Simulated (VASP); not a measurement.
# LiCl (Fm-3m) in VASP: a series of runs, part 2 of 2

VASP 6.6.1.

### 3 Single point, HSE06

POSCAR reads:

```
LiCl
1.0
    0.0000000000      2.5647700000      2.5647700000
    2.5647700000      0.0000000000      2.5647700000
    2.5647700000      2.5647700000      0.0000000000
Li Cl
1 1
Direct
    0.0000000000      0.0000000000      0.0000000000
    0.5000000000      0.5000000000      0.5000000000
```

INCAR.step1 reads:

```
SYSTEM = LiCl
ALGO     = Normal         ! electronic algorithm
EDIFF    = 1E-5           ! SCF threshold, eV
ENCUT    = 650            ! plane-wave cutoff, eV
GGA      = PE             ! functional
GGA_COMPAT= .False.      
ISIF     = 2              ! what is computed and relaxed
ISMEAR   = 0              ! smearing method
LASPH    = .True.         ! aspherical terms in the spheres
LCHARG   = .False.        ! write CHGCAR
LREAL    = .False.        ! projectors in reciprocal space
LWAVE    = .True.         ! write WAVECAR
NBANDS   = 12             ! bands
NELM     = 120            ! most SCF steps
PREC     = Accurate       ! precision mode
SIGMA    = 0.15           ! smearing width, eV
```

INCAR.step2 reads:

```
SYSTEM = LiCl
ALGO     = Normal         ! electronic algorithm
EDIFF    = 1E-6           ! SCF threshold, eV
ENCUT    = 650            ! plane-wave cutoff, eV
GGA      = PE             ! functional
GGA_COMPAT= .False.      
HFSCREEN = 0.2079         ! screening, 1/A
ISIF     = 2              ! what is computed and relaxed
ISMEAR   = 0              ! smearing method
ISTART   = 1            
LASPH    = .True.         ! aspherical terms in the spheres
LCHARG   = .False.        ! write CHGCAR
LHFCALC  = .True.         ! exact exchange
LREAL    = .False.        ! projectors in reciprocal space
LWAVE    = .False.        ! write WAVECAR
NBANDS   = 12             ! bands
NELM     = 120            ! most SCF steps
PREC     = Accurate       ! precision mode
PRECFOCK = Normal       
SIGMA    = 0.15           ! smearing width, eV
```

KPOINTS reads:

```
k-points
0
Gamma
  2 2 2
  0 0 0
```

Potentials or basis: VASP PAW PBE potentials, release 64 (Li_sv, Cl).

Run with:

```bash
$ cat potpaw_PBE.64/Li_sv/POTCAR potpaw_PBE.64/Cl/POTCAR > POTCAR
$ cp INCAR.step1 INCAR
$ mpirun -np 1 vasp_std > vasp.out
$ cp INCAR.step2 INCAR
$ mpirun -np 1 vasp_std > vasp.out
```

OUTCAR:

```text
SYSTEM = LiCl
   EDIFF = 1E-6
   ENCUT = 650
   GGA = PE
   HFSCREEN = 0.2079
   ISIF = 2
   ISMEAR = 0
   ISTART = 1
   LASPH = .True.
   LHFCALC = .True.
   LREAL = .False.
   NELM = 120
   PREC = Accurate
   PRECFOCK = Normal

 ion  position               nearest neighbor table
   1  0.000  0.000  0.000-   2 2.56   2 2.56   2 2.56   2 2.56   2 2.56   2 2.56
   2  0.500  0.500  0.500-   1 2.56   1 2.56   1 2.56   1 2.56   1 2.56   1 2.56

  LATTYP: Found a face centered cubic cell.
 ALAT       =     5.1295400000

  Lattice vectors:

 A1 = (   0.0000000000,   2.5647700000,   2.5647700000)
 A2 = (   2.5647700000,   0.0000000000,   2.5647700000)
 A3 = (   2.5647700000,   2.5647700000,   0.0000000000)

Analysis of symmetry for initial positions (statically):
=====================================================================
 Subroutine PRICEL returns:
 Original cell was already a primitive cell.

 Routine SETGRP: Setting up the symmetry group for a
 face centered cubic supercell.

 Subroutine GETGRP returns: Found 48 space group operations
 (whereof 48 operations were pure point group operations)
 out of a pool of 48 trial point group operations.

The static configuration has the point symmetry O_h .

Analysis of symmetry for dynamics (positions and initial velocities):
=====================================================================
 Subroutine PRICEL returns:
 Original cell was already a primitive cell.

 Routine SETGRP: Setting up the symmetry group for a
 face centered cubic supercell.

 Subroutine GETGRP returns: Found 48 space group operations
 (whereof 48 operations were pure point group operations)
 out of a pool of 48 trial point group operations.

The dynamic configuration has the point symmetry O_h .

 Subroutine INISYM returns: Found 48 space group operations
 (whereof 48 operations are pure point group operations),
 and found     1 'primitive' translations

----------------------------------------------------------------------------------------

                                     Primitive cell

  volume of cell :      33.7423

  direct lattice vectors                    reciprocal lattice vectors
     0.000000000  2.564770000  2.564770000    -0.194949255  0.194949255  0.194949255
     2.564770000  0.000000000  2.564770000     0.194949255 -0.194949255  0.194949255
     2.564770000  2.564770000  0.000000000     0.194949255  0.194949255 -0.194949255

  length of vectors
     3.627132518  3.627132518  3.627132518     0.337662014  0.337662014  0.337662014

  position of ions in fractional coordinates (direct lattice)
     0.000000000  0.000000000  0.000000000
     0.500000000  0.500000000  0.500000000

  ion indices of the primitive-cell ions
   primitive index   ion index
                 1           1
                 2           2

----------------------------------------------------------------------------------------

 KPOINTS: k-points

Automatic generation of k-mesh.
 Grid dimensions read from file:
 generate k-points for:    2    2    2

 Generating k-lattice:

  Cartesian coordinates                     Fractional coordinates (reciprocal lattice)
    -0.097474627  0.097474627  0.097474627     0.500000000  0.000000000  0.000000000
     0.097474627 -0.097474627  0.097474627     0.000000000  0.500000000  0.000000000
     0.097474627  0.097474627 -0.097474627     0.000000000  0.000000000  0.500000000

  Length of vectors
     0.168831007  0.168831007  0.168831007

  Shift w.r.t. Gamma in fractional coordinates (k-lattice)
     0.000000000  0.000000000  0.000000000

 Subroutine IBZKPT returns following result:
 ===========================================

 Found      3 irreducible k-points:

 Following reciprocal coordinates:
            Coordinates               Weight
  0.000000  0.000000  0.000000      1.000000
  0.500000  0.000000  0.000000      4.000000
  0.500000  0.500000  0.000000      3.000000
   k-points           NKPTS =      3   k-points in BZ     NKDIM =      8   number of bands    NBANDS=     12
   number of dos      NEDOS =    301   number of ions     NIONS =      2
   total plane-waves  NPLWV =  27000
   dimension x,y,z NGX =    30 NGY =   30 NGZ =   30
   dimension x,y,z NGXF=    60 NGYF=   60 NGZF=   60
   ions per type =               1   1
   NGX,Y,Z   is equivalent  to a cutoff of  13.75, 13.75, 13.75 a.u.
   NGXF,Y,Z  is equivalent  to a cutoff of  27.50, 27.50, 27.50 a.u.
 SYSTEM =  LiCl
   PREC   = accura    normal or accurate (medium, high low for compatibility)
   ISTART =      1    job   : 0-new  1-cont  2-samecut
   ICHARG =      0    charge: 1-file 2-atom 10-const
   ISPIN  =      1    spin polarized calculation?
   LNONCOLLINEAR =      F non collinear calculations
   LSORBIT =      F    spin-orbit coupling
   LASPH  =      T    aspherical Exc in radial PAW
   ENCUT  =  650.0 eV  47.77 Ry    6.91 a.u.   7.54  7.54  7.54*2*pi/ulx,y,z
   NELM   =    120;   NELMIN=  2; NELMDL=  0     # of ELM steps
   EDIFF  = 0.1E-05   stopping-criterion for ELM
   LREAL  =      F    real-space projection
   EDIFFG = 0.1E-04   stopping-criterion for IOM
   NSW    =      0    number of steps for IOM
   IBRION =     -1    ionic relax: 0-MD 1-quasi-New 2-CG
   NFREE  =      0    steps in history (QN), initial steepest desc. (CG)
   ISIF   =      2    stress and relaxation
   ISYM   =      3    0-nonsym 1-usesym 2-fastsym
   POTIM  = 0.5000    time-step for ionic-motion
   TEBEG  =    0.0;   TEEND  =   0.0 temperature during run
   PSTRESS=    0.0 pullay stress
   NELECT =      10.0000    total number of electrons
   NUPDOWN=      -1.0000    fix difference up-down
   EMIN   =  10.00;   EMAX   =-10.00  energy-range for DOS
   EFERMI =   0.00;   METHOD = LEGACY
   ISMEAR =     0;   SIGMA  =   0.15  broadening in eV -4-tet -1-fermi 0-gaus
   EFERMI_NEDOS =   21; number of points for ismear=-14 and -15
   IALGO  =     38    algorithm
   IMIX   =      1    mixing-type and parameters
     AMIX     =   0.40;   BMIX     =  1.00
     AMIX_MAG =   1.60;   BMIX_MAG =  1.00
  volume/ion in A,a.u.               =      16.87       113.85
  Fermi-wavevector in a.u.,A,eV,Ry     =   1.091482  2.062601 16.209056  1.191332
  Thomas-Fermi vector in A             =   2.227728
   LORBIT       =      0    0 simple, 1 ext, 2 COOP (PROOUT), +10 PAW based schemes
   GGA     = PE    functional components
   LHFCALC =     T    Hartree Fock is set to
   PRECFOCK=normal    Normal, Fast or Accurate (Low or Medium for compatibility)
   ENCUT4O =  -1.0   cutoff for four orbital integrals eV
   NKREDX  =     1    reduce k-point grid by
   NKREDY  =     1    reduce k-point grid by
   NKREDZ  =     1    reduce k-point grid by
   AEXX    =    0.2500 exact exchange contribution
   HFSCREEN=    0.2079 screening length (either q_TF or 0.3 A-1)
   HFSCREENC=   0.2079 screening length for correlation (either q_TF or 0.3 A-1)
   ENCUTFOCK=  -1.0 apply spherical cutoff to Coloumb kernel
   IVDW    =     0    specifies the selected vdW correction
   LEPSILON=     F    determine dielectric tensor
   LRPA    =     F    only Hartree local field effects (RPA)
 non-spin polarized calculation
 Gauss-broadening in eV      SIGMA  =   0.15
  energy-cutoff  :      650.00
  volume of cell :       33.74
 maximum number of plane-waves:      1266
  NGX = 24; NGY = 24; NGZ = 24

 number of electron      10.0000004 magnetization

 Free energy of the ion-electron system (eV)
  ---------------------------------------------------
  ext. energy  EPLUGINS =         0.00000000
  ---------------------------------------------------
  free energy    TOTEN  =        -8.04570249 eV

  energy without entropy =       -8.04570249  energy(sigma->0) =       -8.04570249

 E-fermi :   0.5654     XC(G=0):  -7.1824

 val. band max:       -0.2529888920   @ k =   0.0000   0.0000   0.0000
 cond. band min:       7.5720172161   @ k =   0.0000   0.0000   0.0000
 fundamental gap:      7.8250061081
 Fermi energy:         0.5654104779

 k-point     1 :       0.0000    0.0000    0.0000
  band No.  band energies     occupation
      1     -46.7984      2.00000
      2     -14.7892      2.00000
      3      -0.2530      2.00000
      4      -0.2530      2.00000
      5      -0.2530      2.00000
      6       7.5720      0.00000
      7      13.2242      0.00000
      8      13.2242      0.00000
      9      13.2242      0.00000
     10      15.8775      0.00000
     11      15.8775      0.00000
     12      15.8783      0.00000

 k-point     2 :       0.5000    0.0000    0.0000
  band No.  band energies     occupation
      1     -46.7954      2.00000
      2     -14.1610      2.00000
      3      -3.2401      2.00000
      4      -0.5291      2.00000
      5      -0.5291      2.00000
      6       7.9268      0.00000
      7      10.7111      0.00000
      8      10.7111      0.00000
      9      14.4951      0.00000
     10      18.2042      0.00000
     11      18.7396      0.00000
     12      18.7396      0.00000

 k-point     3 :       0.5000    0.5000    0.0000
  band No.  band energies     occupation
      1     -46.7941      2.00000
      2     -13.8937      2.00000
      3      -3.3050      2.00000
      4      -1.4235      2.00000
      5      -1.4235      2.00000
      6       9.0348      0.00000
      7       9.4162      0.00000
      8      13.9254      0.00000
      9      15.5594      0.00000
     10      15.5594      0.00000
     11      18.6387      0.00000
     12      20.3307      0.00000

------------------------ aborting loop because EDIFF is reached ----------------------------------------

  FORCE on cell =-STRESS in cart. coord.  units (eV):
  Direction    XX          YY          ZZ          XY          YZ          ZX
  --------------------------------------------------------------------------------------
  -------------------------------------------------------------------------------------
  Total        0.9064009      0.9064009      0.9064009      0.0000000      0.0000000      0.0000000
  in kB       43.0383525     43.0383525     43.0383525      0.0000000      0.0000000      0.0000000
  external PRESSURE =      43.0383525 kB  Pullay stress =       0.0000000 kB

 VOLUME and BASIS-vectors are now :
 -----------------------------------------------------------------------------
  energy-cutoff  :      650.00
  volume of cell :       33.74
      direct lattice vectors                 reciprocal lattice vectors
     0.000000000  2.564770000  2.564770000    -0.194949255  0.194949255  0.194949255
     2.564770000  0.000000000  2.564770000     0.194949255 -0.194949255  0.194949255
     2.564770000  2.564770000  0.000000000     0.194949255  0.194949255 -0.194949255

 POSITION                                       TOTAL-FORCE (eV/Angst)
 -----------------------------------------------------------------------------------
      0.00000      0.00000      0.00000        -0.000000      0.000000     -0.000000
      2.56477      2.56477      2.56477         0.000000     -0.000000      0.000000
 -----------------------------------------------------------------------------------
    total drift:                                0.000001      0.000002     -0.000002

  FREE ENERGIE OF THE ION-ELECTRON SYSTEM (eV)
  ---------------------------------------------------
  free  energy   TOTEN  =        -8.0457024877 eV

  energy  without entropy=       -8.0457024877  energy(sigma->0) =       -8.04570249
```

Wall time 11 s (1 thread of Intel Xeon Platinum 8488C (Sapphire Rapids), shared host); peak memory 0.25 GiB.

What came out:

- Free energy: -8.0457 eV
- Pressure: 4.3 GPa
- Band gap on the k mesh: 7.83 eV

Caveat: the k points lie up to 1.06 Å⁻¹ apart; the PAW data sets were made with another functional, which shifts forces and pressure a little.
